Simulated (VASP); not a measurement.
Wanted: the native input for a VASP 6.6.1 run.

- Task: single point
- Functional: LDA
- Potentials or basis: VASP PAW LDA potentials, release 64 (Nb_sv, Ru_pv)
- Cutoff: 520 eV
- k mesh: 14 × 14 × 12
- Occupations: gaussian, width 0.1 eV
- Spin: no spin polarisation
- Dipole correction: no
- Further INCAR settings: ALGO = Normal; EDIFF = 1e-06; NBANDS = 20

The structure of NbRu lies in POSCAR:

```
NbRu
1.0
    3.0046071184      0.0000000000      0.0000000000
    0.0000000000      3.0046071184      0.0000000000
    0.0000000000      0.0000000000      3.3646886221
Nb Ru
1 1
Direct
    0.0000000000      0.0000000000      0.0000000000
    0.5000000000      0.5000000000      0.5000000000
```

One way to write it, as run:

INCAR

```
PREC     = Accurate       # precision mode
ENCUT    = 520            # plane-wave cutoff, eV
EDIFF    = 1E-6           # SCF threshold, eV
ISMEAR   = 0              # smearing method
SIGMA    = 0.1            # smearing width, eV
LREAL    = F              # projectors in reciprocal space
LASPH    = T              # aspherical terms in the spheres
NELM     = 100            # most SCF steps
ALGO     = Normal         # electronic algorithm
ISIF     = 2              # what is computed and relaxed
LWAVE    = F              # write WAVECAR
LCHARG   = F              # write CHGCAR
GGA      = CA             # functional
NBANDS   = 20             # bands
```

KPOINTS

```
regular mesh
0
Gamma
  14 14 12
```

Potentials or basis: VASP PAW LDA potentials, release 64 (Nb_sv, Ru_pv).

Run with:

```console
$ cat potpaw_LDA.64/Nb_sv/POTCAR potpaw_LDA.64/Ru_pv/POTCAR > POTCAR
$ mpirun -np 1 vasp_std > vasp.out
```

Results of the run:

The pressure is 0.3 GPa.

Run time: 92 s on 1 thread of AMD EPYC 7R13 Processor (Zen 3), with other jobs on the host, peak memory 0.22 GiB.
